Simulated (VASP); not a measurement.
A run of VASP 6.6.1 is set up as follows.

The input INCAR:

```
ALGO = Normal
EDIFF = 1E-7
ENCUT = 520
GGA = RP
ISIF = 2
ISMEAR = -1
LASPH = True
LCHARG = False
LREAL = False
LWAVE = False
NBANDS = 11
NELM = 80
PREC = Accurate
SIGMA = 0.05
```

The input KPOINTS:

```
k-points
0
Gamma
  13 13 13
```

POSCAR

```
C
1.0
    0.0000000000      1.7451418919      1.7451418919
    1.7451418919      0.0000000000      1.7451418919
    1.7451418919      1.7451418919      0.0000000000
C
2
Direct
    0.5000000000      0.5000000000      0.5000000000
    0.7500000000      0.7500000000      0.7500000000
```

Potentials or basis: VASP PAW PBE potentials, release 64 (C).

The run is started by

```console
$ cat potpaw_PBE.64/C/POTCAR > POTCAR
$ mpirun -np 1 vasp_std > vasp.out
```

Problem. Predict the band gap on the k mesh.

Solution. 4.27 eV, indirect (least direct gap 5.77 eV).

Problem. Predict the pressure.

Solution. 41.5 GPa.

Caveat: the PAW data sets were made with another functional, which shifts forces and pressure a little. A k mesh can miss the band edges.
